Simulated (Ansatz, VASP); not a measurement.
MnS in VASP and in Ansatz

```
Mn S
1.0
     0.00000    2.65409    2.65409
     2.65409    0.00000    2.65409
     2.65409    2.65409    0.00000
Mn S
1 1
Direct
  0.00000 0.00000 0.00000
  0.75000 0.75000 0.75000
```

Alike in both runs: task single point; functional PBEsol; k mesh 16 × 16 × 16; occupations gaussian, width 0.15 eV; no spin polarisation.

```csv
,VASP,Ansatz
version,VASP 6.6.1,Ansatz 0.2.0
potentials or method,"VASP PAW PBE potentials, release 64 (Mn_pv, S), cutoff 520 eV","scalar-relativistic, plane waves, PAW"
valence electrons in the cell,19,21
```

```csv
,VASP,Ansatz,Ansatz less VASP
gap on the k mesh at the Fermi level (eV),none,none,-
pressure (GPa),-20.6,-20.9,-0.29
```

VASP's potentials were made for PBE, not for PBEsol. A gap of «none» marks a metal or a gap that the smearing closes. The functional is the same, so the differences come from potentials, cutoffs and numerics. VASP's potentials hold 19 valence electrons a cell and Ansatz's 21, so a difference there can come from the potentials and not from the codes.
